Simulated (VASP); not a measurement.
A run of VASP 6.6.1 is set up as follows.

Contents of INCAR:

```
PREC = Accurate
ENCUT = 520
EDIFF = 1E-6
ISMEAR = 0
SIGMA = 0.05
LREAL = F
LASPH = T
NELM = 100
ALGO = Normal
ISIF = 2
LWAVE = F
LCHARG = T
GGA = PS
LELF = T
LVHAR = T
NBANDS = 16
```

The input KPOINTS:

```
Automatic mesh
0
Gamma
  8 8 8
```

Contents of POSCAR:

```
GaP
1.0
    0.0000000000      2.7252500000      2.7252500000
    2.7252500000      0.0000000000      2.7252500000
    2.7252500000      2.7252500000      0.0000000000
Ga P
1 1
Direct
    0.0000000000      0.0000000000      0.0000000000
    0.7500000000      0.7500000000      0.7500000000
```

Potentials or basis: VASP PAW PBE potentials, release 64 (Ga_d, P).

Run with:

```bash
$ cat potpaw_PBE.64/Ga_d/POTCAR potpaw_PBE.64/P/POTCAR > POTCAR
$ mpirun -np 1 vasp_std > vasp.out
```

Task: Predict the pressure.

Result: -0.6 GPa.

Task: What does it give for the band gap on the k mesh?

Result: 1.52 eV, indirect (least direct gap 1.75 eV).

Caveat: the PAW data sets were made with another functional, which shifts forces and pressure a little.

**Experimental background.**

From “Stacking defects in GaP nanowires: Electronic structure and optical properties”, 2018, arxiv:1810.01194, for a bulk crystal of GaP at 10 K: band gap 2.34 eV (indirect).

Measured gap of GaP: 2.34 eV (indirect; 10 K; quoted in “Stacking defects in GaP nanowires: Electronic structure and optical properties”, 2018, arxiv:1810.01194). This calculation gives 1.52 eV (-0.82 eV). Spin-orbit coupling on Ga is left out. The value is that of PBEsol on a finite k mesh, which can miss the band edges, without temperature or zero-point motion. Semilocal functionals fall short of measured gaps as a rule.
